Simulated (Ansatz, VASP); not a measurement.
**One calculation of MoS2, two programs**

File INCAR:

```
SYSTEM = MoS2
  PREC = Accurate
  ENCUT = 520
  EDIFF = 1E-7
  ISMEAR = -1
  SIGMA = 0.05
  LREAL = .FALSE.
  LASPH = .TRUE.
  NELM = 60
  ALGO = Normal
  ISIF = 2
  LWAVE = .FALSE.
  LCHARG = .FALSE.
  GGA = PE
  NBANDS = 20
```

File KPOINTS:

```
Automatic mesh
0
G
  10 10 10
  0 0 0
```

File POSCAR:

```
MoS2
1.0
    1.5814998900      0.9130793900      6.1233282100
   -1.5814998900      0.9130793900      6.1233282100
    0.0000000000     -1.8261587800      6.1233282100
Mo S
1 2
Direct
    0.0000000000      0.0000000000      0.0000000000
    0.7484000000      0.7484000000      0.7484000000
    0.5849000000      0.5849000000      0.5849000000
```

Contents of input.yaml:

```yaml
crystal:
  lattice:
    - [1.58149989, 0.91307939, 6.12332821]
    - [-1.58149989, 0.91307939, 6.12332821]
    - [0.0, -1.82615878, 6.12332821]
  atoms:
    - { symbol: Mo, position: [0.0, 0.0, 0.0] }
    - { symbol: S, position: [0.7484, 0.7484, 0.7484] }
    - { symbol: S, position: [0.5849, 0.5849, 0.5849] }
kpoints:
  mp_grid: { grid: [10, 10, 10] }
scf:
  occupations: { method: fermi_dirac, width: 0.05 }
hamiltonian:
  xc: pbe
  pseudopotentials: { kind: all_electron, lapw: { basis_error: 0.001 } }
output:
  forces: true
  stress: true
  eigenvalues: true
  populations: true
```

Alike in both runs: task single point; functional PBE; k mesh 10 × 10 × 10; occupations fermi-dirac, width 0.05 eV; no spin polarisation.

```csv
,VASP,Ansatz
version,VASP 6.6.1,Ansatz 0.2.0
potentials or method,"VASP PAW PBE potentials, release 64 (Mo_sv, S), cutoff 520 eV","all-electron LAPW, scalar-relativistic"
```

Ansatz gave:

| Item | Value |
| --- | --- |
| gap on the k mesh at the Fermi level (eV) | 0.80 |
| least direct gap on the mesh (eV) | 1.92 |
| pressure (GPa) | 9.3 |
| traceless stress, the component that is largest in VASP (GPa) | 4.67 |
| rms of the force components (eV/Å) | 0.609 |

Q: Which values does VASP return?

A: gap on the k mesh at the Fermi level (eV): 0.82; least direct gap on the mesh (eV): 1.92; pressure (GPa): 9.1; traceless stress, the component that is largest in VASP (GPa): 4.63; rms of the force components (eV/Å): 0.599.

Atom by atom the forces differ by 0.009 eV/Å (rms over components). Ansatz ran all-electron here, and VASP with PAW potentials.
